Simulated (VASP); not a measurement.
## RbBr: single point with PBE

Crystal: RbBr.

```
CELL_PARAMETERS angstrom
3.79599 0.00000 0.00000
0.00000 3.79599 0.00000
0.00000 0.00000 4.29112
ATOMIC_POSITIONS crystal
Rb 0.00000 0.00000 0.00000
Br 0.50000 0.50000 0.50000
```

This cell differs from its parent crystal: strain -0.080 along x and y, +0.040 along z.

```json
{
 "Program": "VASP 6.6.1",
 "Task": "single point",
 "Functional": "PBE",
 "Potentials or basis": "VASP PAW PBE potentials, release 64 (Rb_sv, Br)",
 "Cutoff": "520 eV",
 "k mesh": "6 × 6 × 6",
 "Occupations": "gaussian, width 0.05 eV",
 "Spin": "no spin polarisation"
}
```

The pressure is 3.9 GPa and the band gap on the k mesh is 4.02 eV, indirect (least direct gap 4.18 eV).

Stress tensor (GPa, compression positive):
```
5.28 0.00 0.00
0.00 5.28 0.00
0.00 0.00 1.14
```

Levels at points of the mesh, in eV from the valence-band top:
| k point | band 6 | band 7 | band 8 | band 9 | band 10 | band 11 |
| --- | --- | --- | --- | --- | --- | --- |
| (0.00, 0.00, 0.00) | -0.81 | -0.16 | -0.16 | 4.02 | 5.13 | 5.33 |
| (0.50, 0.00, 0.00) | -2.39 | -1.02 | -0.18 | 6.54 | 7.37 | 8.47 |
| (0.50, 0.50, 0.00) | -1.52 | -1.52 | -0.59 | 5.22 | 5.33 | 6.95 |
| (0.00, 0.00, 0.50) | -2.31 | -0.34 | -0.34 | 6.36 | 7.31 | 7.37 |
| (0.50, 0.00, 0.50) | -1.63 | -1.30 | 0.00 | 4.97 | 6.34 | 7.99 |
| (0.50, 0.50, 0.50) | -2.00 | -2.00 | -1.79 | 7.98 | 8.62 | 8.62 |

Run time: 23 s on 1 thread of Intel(R) Xeon(R) Platinum 8375C CPU @ 2.90GHz (Ice Lake) (shared host), peak memory 0.18 GiB.

Caveat: the cell differs from its parent crystal (strain -0.080 along x and y, +0.040 along z). A k mesh can miss the band edges.
